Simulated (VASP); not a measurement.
# TiO2 (P4_2nm) in VASP: single point with PBE+U

Aim: the single point of TiO2 with PBE+U.

All numbers are computed with VASP 6.6.1; they aren't measurements. Logs are shortened: lines on timing, memory, paths and dates and some standing lists are left out, and cuts for length are marked.

**1. The cell of the first run**

It takes space group P4_2nm (No. 102, tetragonal). The conventional cell has a = 4.640 Å, b = 4.640 Å, c = 3.006 Å, α = 90.00°, β = 90.00°, γ = 90.00°. Within 2.5 Å of Ti (site symmetry 2mm) lie 6 O at 1.91 to 2.04 Å. O (site symmetry m) has 3 Ti at 1.91 to 2.04 Å and 1 O at 2.55 Å within 2.6 Å.

**2. Single point, PBE+U (atoms displaced along a vibrational mode)**

INCAR reads:

```
  ALGO = Normal
  EDIFF = 1E-6
  ENCUT = 520
  GGA = PE
  ISIF = 2
  ISMEAR = 0
  LASPH = True
  LCHARG = True
  LDAU = True
  LDAUJ = 0 0
  LDAUL = 2 -1
  LDAUPRINT = 1
  LDAUTYPE = 2
  LDAUU = 4 0
  LELF = True
  LMAXMIX = 4
  LREAL = False
  LVHAR = True
  LWAVE = False
  NBANDS = 33
  NELM = 150
  PREC = Accurate
  SIGMA = 0.05
```

KPOINTS reads:

```
k-points
0
Gamma
  6 6 10
```

POSCAR reads:

```
TiO2
1.0
    4.6403824120      0.0000000000      0.0000000000
    0.0000000000      4.6403824120      0.0000000000
    0.0000000000      0.0000000000      3.0063836717
Ti O
2 4
Direct
    0.0000000000      0.0000000000      0.0111176302
    0.5000000000      0.5000000000      0.5111176302
    0.3056475955      0.3056475955     -0.0166312771
    0.1943524045      0.8056475955      0.4833687229
    0.6943524045      0.6943524045     -0.0166312771
    0.8056475955      0.1943524045      0.4833687229
```

Potentials or basis: VASP PAW PBE potentials, release 64 (Ti_sv, O).

On the command line:

```sh
> cat potpaw_PBE.64/Ti_sv/POTCAR potpaw_PBE.64/O/POTCAR > POTCAR
> mpirun -np 1 vasp_std > vasp.out
```

OUTCAR:

```text
EDIFF = 1E-6
   ENCUT = 520
   GGA = PE
   ISIF = 2
   ISMEAR = 0
   LASPH = True
   LREAL = False
   NELM = 150
   PREC = Accurate

 ion  position               nearest neighbor table
   1  0.000  0.000  0.011-   4 1.91   6 1.91   5 2.01   3 2.01   4 2.04   6 2.04
   2  0.500  0.500  0.511-   3 1.91   5 1.91   4 2.01   6 2.01   3 2.04   5 2.04
   3  0.306  0.306  0.983-   2 1.91   1 2.01   2 2.04
   4  0.194  0.806  0.483-   1 1.91   2 2.01   1 2.04
   5  0.694  0.694  0.983-   2 1.91   1 2.01   2 2.04
   6  0.806  0.194  0.483-   1 1.91   2 2.01   1 2.04

  LATTYP: Found a simple tetragonal cell.
 ALAT       =     4.6403824120
 C/A-ratio  =     0.6478741200

  Lattice vectors:

 A1 = (   4.6403824120,   0.0000000000,   0.0000000000)
 A2 = (   0.0000000000,   4.6403824120,   0.0000000000)
 A3 = (   0.0000000000,   0.0000000000,   3.0063836717)

Analysis of symmetry for initial positions (statically):
=====================================================================
 Subroutine PRICEL returns:
 Original cell was already a primitive cell.

 Routine SETGRP: Setting up the symmetry group for a
 simple tetragonal supercell.

 Subroutine GETGRP returns: Found  8 space group operations
 (whereof  4 operations were pure point group operations)
 out of a pool of 16 trial point group operations.

The static configuration has the point symmetry C_2v.
 The point group associated with its full space group is C_4v.

Analysis of symmetry for dynamics (positions and initial velocities):
=====================================================================
 Subroutine PRICEL returns:
 Original cell was already a primitive cell.

 Routine SETGRP: Setting up the symmetry group for a
 simple tetragonal supercell.

 Subroutine GETGRP returns: Found  8 space group operations
 (whereof  4 operations were pure point group operations)
 out of a pool of 16 trial point group operations.

The dynamic configuration has the point symmetry C_2v.
 The point group associated with its full space group is C_4v.

 Subroutine INISYM returns: Found  8 space group operations
 (whereof  4 operations are pure point group operations),
 and found     1 'primitive' translations

----------------------------------------------------------------------------------------

                                     Primitive cell

  volume of cell :      64.7369

  direct lattice vectors                    reciprocal lattice vectors
     4.640382412  0.000000000  0.000000000     0.215499481  0.000000000  0.000000000
     0.000000000  4.640382412  0.000000000     0.000000000  0.215499481  0.000000000
     0.000000000  0.000000000  3.006383672     0.000000000  0.000000000  0.332625543

  length of vectors
     4.640382412  4.640382412  3.006383672     0.215499481  0.215499481  0.332625543

  position of ions in fractional coordinates (direct lattice)
     0.000000000  0.000000000  0.011117630
     0.500000000  0.500000000  0.511117630
     0.305647595  0.305647595  0.983368723
     0.194352405  0.805647595  0.483368723
     0.694352405  0.694352405  0.983368723
     0.805647595  0.194352405  0.483368723

  ion indices of the primitive-cell ions
   primitive index   ion index
                 1           1
                 2           2
                 3           3
                 4           4
                 5           5
                 6           6

----------------------------------------------------------------------------------------

 KPOINTS: k-points

Automatic generation of k-mesh.
 Grid dimensions read from file:
 generate k-points for:    6    6   10

 Generating k-lattice:

  Cartesian coordinates                     Fractional coordinates (reciprocal lattice)
     0.035916580  0.000000000  0.000000000     0.166666667  0.000000000  0.000000000
     0.000000000  0.035916580  0.000000000     0.000000000  0.166666667  0.000000000
     0.000000000  0.000000000  0.033262554     0.000000000  0.000000000  0.100000000

[... 61 lines left out ...]
   NFREE  =      0    steps in history (QN), initial steepest desc. (CG)
   ISIF   =      2    stress and relaxation
   ISYM   =      2    0-nonsym 1-usesym 2-fastsym
   POTIM  = 0.5000    time-step for ionic-motion
   TEBEG  =    0.0;   TEEND  =   0.0 temperature during run
   PSTRESS=    0.0 pullay stress
   NELECT =      48.0000    total number of electrons
   NUPDOWN=      -1.0000    fix difference up-down
   EMIN   =  10.00;   EMAX   =-10.00  energy-range for DOS
   EFERMI =   0.00;   METHOD = LEGACY
   ISMEAR =     0;   SIGMA  =   0.05  broadening in eV -4-tet -1-fermi 0-gaus
   EFERMI_NEDOS =   21; number of points for ismear=-14 and -15
   IALGO  =     38    algorithm
   IMIX   =      4    mixing-type and parameters
     AMIX     =   0.40;   BMIX     =  1.00
     AMIX_MAG =   1.60;   BMIX_MAG =  1.00
  volume/ion in A,a.u.               =      10.79        72.81
  Fermi-wavevector in a.u.,A,eV,Ry     =   1.481737  2.800078 29.872216  2.195546
  Thomas-Fermi vector in A             =   2.595611
   LORBIT       =      0    0 simple, 1 ext, 2 COOP (PROOUT), +10 PAW based schemes
 LDA+U is selected, type is set to LDAUTYPE =  2
   angular momentum for each species LDAUL =     2   -1
   U (eV)           for each species LDAUU =   4.0  0.0
   J (eV)           for each species LDAUJ =   0.0  0.0
   GGA     = PE    functional components
   LHFCALC =     F    Hartree Fock is set to
   AEXX    =    0.0000 exact exchange contribution
   IVDW    =     0    specifies the selected vdW correction
   LEPSILON=     F    determine dielectric tensor
   LRPA    =     F    only Hartree local field effects (RPA)
 non-spin polarized calculation
 Gauss-broadening in eV      SIGMA  =   0.05
  energy-cutoff  :      520.00
  volume of cell :       64.74
 maximum number of plane-waves:      1764
 NGX is ok and might be reduce to    36
   NGX = 17   NGY = 17   NGZ = 11

atom =   1  type =  1  l = 2

 onsite density matrix

spin component  1

  0.1916  0.0000 -0.0716  0.0000  0.0000
  0.0000  0.1843  0.0000 -0.0855  0.0000
 -0.0716  0.0000  0.1275  0.0000 -0.0000
  0.0000 -0.0855  0.0000  0.1843  0.0000
  0.0000  0.0000 -0.0000  0.0000  0.0993

spin component  2

  0.1916  0.0000 -0.0716  0.0000  0.0000
  0.0000  0.1843  0.0000 -0.0855  0.0000
 -0.0716  0.0000  0.1275  0.0000 -0.0000
  0.0000 -0.0855  0.0000  0.1843  0.0000
  0.0000  0.0000 -0.0000  0.0000  0.0993

 occupancies and eigenvectors

  o =  0.0811  v = -0.5437  0.0000 -0.8393  0.0000 -0.0000  0.0000  0.0000  0.0000  0.0000  0.0000      0.0000  0.0000  0.0000  0.0000  0.0000  0.0000  0.0000  0.0000  0.0000  0.0000
  o =  0.0811  v =  0.0000  0.0000  0.0000  0.0000  0.0000 -0.5437  0.0000 -0.8393  0.0000 -0.0000      0.0000  0.0000  0.0000  0.0000  0.0000  0.0000  0.0000  0.0000  0.0000  0.0000
  o =  0.0987  v = -0.0000 -0.7071 -0.0000 -0.7071  0.0000  0.0000  0.0000  0.0000  0.0000  0.0000      0.0000  0.0000  0.0000  0.0000  0.0000  0.0000  0.0000  0.0000  0.0000  0.0000
  o =  0.0987  v =  0.0000  0.0000  0.0000  0.0000  0.0000 -0.0000 -0.7071 -0.0000 -0.7071  0.0000      0.0000  0.0000  0.0000  0.0000  0.0000  0.0000  0.0000  0.0000  0.0000  0.0000
  o =  0.0993  v = -0.0000  0.0000 -0.0000  0.0000  1.0000  0.0000  0.0000  0.0000  0.0000  0.0000      0.0000  0.0000  0.0000  0.0000  0.0000  0.0000  0.0000  0.0000  0.0000  0.0000
  o =  0.0993  v =  0.0000  0.0000  0.0000  0.0000  0.0000 -0.0000  0.0000 -0.0000  0.0000  1.0000      0.0000  0.0000  0.0000  0.0000  0.0000  0.0000  0.0000  0.0000  0.0000  0.0000
  o =  0.2380  v = -0.8393 -0.0000  0.5437  0.0000 -0.0000  0.0000  0.0000  0.0000  0.0000  0.0000      0.0000  0.0000  0.0000  0.0000  0.0000  0.0000  0.0000  0.0000  0.0000  0.0000
  o =  0.2380  v =  0.0000  0.0000  0.0000  0.0000  0.0000 -0.8393 -0.0000  0.5437  0.0000 -0.0000      0.0000  0.0000  0.0000  0.0000  0.0000  0.0000  0.0000  0.0000  0.0000  0.0000
  o =  0.2698  v =  0.0000 -0.7071 -0.0000  0.7071  0.0000  0.0000  0.0000  0.0000  0.0000  0.0000      0.0000  0.0000  0.0000  0.0000  0.0000  0.0000  0.0000  0.0000  0.0000  0.0000
  o =  0.2698  v =  0.0000  0.0000  0.0000  0.0000  0.0000  0.0000 -0.7071 -0.0000  0.7071  0.0000      0.0000  0.0000  0.0000  0.0000  0.0000  0.0000  0.0000  0.0000  0.0000  0.0000

atom =   2  type =  1  l = 2

 onsite density matrix

spin component  1

  0.1916  0.0000  0.0716  0.0000  0.0000
  0.0000  0.1843  0.0000  0.0855  0.0000
  0.0716  0.0000  0.1275  0.0000  0.0000
  0.0000  0.0855  0.0000  0.1843  0.0000
  0.0000  0.0000  0.0000  0.0000  0.0993

spin component  2

  0.1916  0.0000  0.0716  0.0000  0.0000
  0.0000  0.1843  0.0000  0.0855  0.0000
  0.0716  0.0000  0.1275  0.0000  0.0000
  0.0000  0.0855  0.0000  0.1843  0.0000
  0.0000  0.0000  0.0000  0.0000  0.0993

 occupancies and eigenvectors

  o =  0.0811  v = -0.5437  0.0000  0.8393  0.0000 -0.0000  0.0000  0.0000  0.0000  0.0000  0.0000      0.0000  0.0000  0.0000  0.0000  0.0000  0.0000  0.0000  0.0000  0.0000  0.0000
  o =  0.0811  v =  0.0000  0.0000  0.0000  0.0000  0.0000 -0.5437  0.0000  0.8393  0.0000 -0.0000      0.0000  0.0000  0.0000  0.0000  0.0000  0.0000  0.0000  0.0000  0.0000  0.0000
  o =  0.0987  v =  0.0000  0.7071  0.0000 -0.7071  0.0000  0.0000  0.0000  0.0000  0.0000  0.0000      0.0000  0.0000  0.0000  0.0000  0.0000  0.0000  0.0000  0.0000  0.0000  0.0000
  o =  0.0987  v =  0.0000  0.0000  0.0000  0.0000  0.0000  0.0000  0.7071  0.0000 -0.7071  0.0000      0.0000  0.0000  0.0000  0.0000  0.0000  0.0000  0.0000  0.0000  0.0000  0.0000
  o =  0.0993  v = -0.0000  0.0000  0.0000  0.0000  1.0000  0.0000  0.0000  0.0000  0.0000  0.0000      0.0000  0.0000  0.0000  0.0000  0.0000  0.0000  0.0000  0.0000  0.0000  0.0000
  o =  0.0993  v =  0.0000  0.0000  0.0000  0.0000  0.0000 -0.0000  0.0000  0.0000  0.0000  1.0000      0.0000  0.0000  0.0000  0.0000  0.0000  0.0000  0.0000  0.0000  0.0000  0.0000
  o =  0.2380  v = -0.8393  0.0000 -0.5437  0.0000 -0.0000  0.0000  0.0000  0.0000  0.0000  0.0000      0.0000  0.0000  0.0000  0.0000  0.0000  0.0000  0.0000  0.0000  0.0000  0.0000
  o =  0.2380  v =  0.0000  0.0000  0.0000  0.0000  0.0000 -0.8393  0.0000 -0.5437  0.0000 -0.0000      0.0000  0.0000  0.0000  0.0000  0.0000  0.0000  0.0000  0.0000  0.0000  0.0000
  o =  0.2698  v =  0.0000  0.0000  0.0000  0.0000  0.0000  0.0000 -0.7071  0.0000 -0.7071  0.0000      0.0000  0.0000  0.0000  0.0000  0.0000  0.0000  0.0000  0.0000  0.0000  0.0000
  o =  0.2698  v =  0.0000 -0.7071  0.0000 -0.7071  0.0000  0.0000  0.0000  0.0000  0.0000  0.0000      0.0000  0.0000  0.0000  0.0000  0.0000  0.0000  0.0000  0.0000  0.0000  0.0000

 number of electron      48.0000024 magnetization

 Free energy of the ion-electron system (eV)
  ---------------------------------------------------
  ext. energy  EPLUGINS =         0.00000000
  ---------------------------------------------------
  free energy    TOTEN  =       -48.40270780 eV

  energy without entropy =      -48.40270780  energy(sigma->0) =      -48.40270780

 E-fermi :   5.0643     XC(G=0): -11.2296

 val. band max:        4.7627594182   @ k =   0.0000   0.0000   0.0000
 cond. band min:       7.1842161318   @ k =   0.5000   0.0000   0.5000
 fundamental gap:      2.4214567137
 Fermi energy:         5.0642814952

 k-point     1 :       0.0000    0.0000    0.0000
  band No.  band energies     occupation
      1     -53.2775      2.00000
      2     -53.2642      2.00000
      3     -29.5056      2.00000
      4     -29.5056      2.00000
      5     -29.3731      2.00000
      6     -29.3731      2.00000
[... 853 lines left out ...]
     32       9.7395      0.00000
     33      11.0426      0.00000

 [... further k-points ...]

------------------------ aborting loop because EDIFF is reached ----------------------------------------

  FORCE on cell =-STRESS in cart. coord.  units (eV):
  Direction    XX          YY          ZZ          XY          YZ          ZX
  --------------------------------------------------------------------------------------
  -------------------------------------------------------------------------------------
  Total        1.8619399      1.8619399      2.3509154     -0.0000000      0.0000000      0.0000000
  in kB       46.0812541     46.0812541     58.1829351     -0.0000000      0.0000000      0.0000000
  external PRESSURE =      50.1151477 kB  Pullay stress =       0.0000000 kB

 VOLUME and BASIS-vectors are now :
 -----------------------------------------------------------------------------
  energy-cutoff  :      520.00
  volume of cell :       64.74
      direct lattice vectors                 reciprocal lattice vectors
     4.640382412  0.000000000  0.000000000     0.215499481  0.000000000  0.000000000
     0.000000000  4.640382412  0.000000000     0.000000000  0.215499481  0.000000000
     0.000000000  0.000000000  3.006383672     0.000000000  0.000000000  0.332625543

 POSITION                                       TOTAL-FORCE (eV/Angst)
 -----------------------------------------------------------------------------------
      0.00000      0.00000      0.03342         0.000000      0.000000     -0.557677
      2.32019      2.32019      1.53662         0.000000      0.000000     -0.557677
      1.41832      1.41832      2.95638        -0.177357     -0.177357      0.278839
      0.90187      3.73851      1.45319         0.177357     -0.177357      0.278839
      3.22206      3.22206      2.95638         0.177357      0.177357      0.278839
      3.73851      0.90187      1.45319        -0.177357      0.177357      0.278839
 -----------------------------------------------------------------------------------
    total drift:                                0.000000      0.000000     -0.000080

  FREE ENERGIE OF THE ION-ELECTRON SYSTEM (eV)
  ---------------------------------------------------
  free  energy   TOTEN  =       -48.4027078010 eV

  energy  without entropy=      -48.4027078010  energy(sigma->0) =      -48.40270780
```

Run time: 85 s. Hardware: 1 thread of Intel Xeon Platinum 8488C (Sapphire Rapids), shared host; peak memory 0.24 GiB.

Results:

| Property | Result |
| --- | --- |
| Free energy | -48.4027 eV |
| Pressure | 5.0 GPa |
| Largest force | 0.558 eV/Å |
| Band gap on the k mesh | 2.42 eV (least direct gap 2.47 eV) |

Forces on the atoms (eV/Å):
```
Ti   0.000  0.000 -0.558
Ti   0.000  0.000 -0.558
O   -0.177 -0.177  0.279
O    0.177 -0.177  0.279
O    0.177  0.177  0.279
O   -0.177  0.177  0.279
```

Eigenvalues of the final occupation matrices:
| site | spin | trace | eigenvalues |
| --- | --- | --- | --- |
| site 1 d | 1 | 0.79 | 0.08 0.10 0.10 0.24 0.27 |
| site 1 d | 2 | 0.79 | 0.08 0.10 0.10 0.24 0.27 |
| site 2 d | 1 | 0.79 | 0.08 0.10 0.10 0.24 0.27 |
| site 2 d | 2 | 0.79 | 0.08 0.10 0.10 0.24 0.27 |

Caveat: the cell differs from its parent crystal (atoms displaced along a vibrational mode); the cell stands under pressure. A k mesh can miss the band edges.
